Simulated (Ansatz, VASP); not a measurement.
**One calculation of Ru, two programs**

File INCAR:

```
ALGO = Normal
EDIFF = 1E-6
ENCUT = 520
GGA = RP
ISIF = 2
ISMEAR = -1
LASPH = T
LCHARG = F
LREAL = F
LWAVE = F
NBANDS = 13
NELM = 80
PREC = Accurate
SIGMA = 0.1
```

KPOINTS

```
k-points
0
Gamma
  16 16 16
```

File POSCAR:

```
Ru
1.0
   -1.5353265948      1.5353265948      1.5353265948
    1.5353265948     -1.5353265948      1.5353265948
    1.5353265948      1.5353265948     -1.5353265948
Ru
1
Direct
    0.0000000000      0.0000000000      0.0000000000
```

Input for Ansatz:

```yaml
crystal:
  lattice:
    - [-1.5353265948, 1.5353265948, 1.5353265948]
    - [1.5353265948, -1.5353265948, 1.5353265948]
    - [1.5353265948, 1.5353265948, -1.5353265948]
  atoms:
    - { symbol: Ru, position: [0.0, 0.0, 0.0] }
hamiltonian:
  xc: rpbe
  pseudopotentials:
    kind: paw
    azcp:
      Ru: "pseudopotentials/Ru.paw.azcp"
basis:
  ecutwfc: 420
  fft_grid_basis: typed
kpoints:
  mp_grid: { grid: [16, 16, 16], shift: [0, 0, 0] }
magnetization:
  spin_polarized: false
scf:
  occupations: { method: fermi_dirac, width: 0.1 }
  lower_state_search: "off"
output:
  stress: true
```

Alike in both runs: task single point; functional RPBE; k mesh 16 × 16 × 16; occupations fermi-dirac, width 0.1 eV; no spin polarisation.

|  | VASP | Ansatz |
| --- | --- | --- |
| version | VASP 6.6.1 | Ansatz 0.2.0 |
| potentials or method | VASP PAW PBE potentials, release 64 (Ru_pv), cutoff 520 eV | plane waves (420 eV) with PAW, scalar-relativistic |
| valence electrons in the cell | 14 | 16 |

Ansatz gave:

- pressure (GPa): 0.1

Q: What did VASP give for the same quantities?

A: Pressure (GPa): 0.0.

VASP's potentials were made for PBE, not for RPBE. With one functional, cell and mesh, what is left measures potentials, basis and numerics. VASP's potentials hold 14 valence electrons a cell and Ansatz's 16, so a difference there can come from the potentials and not from the codes.
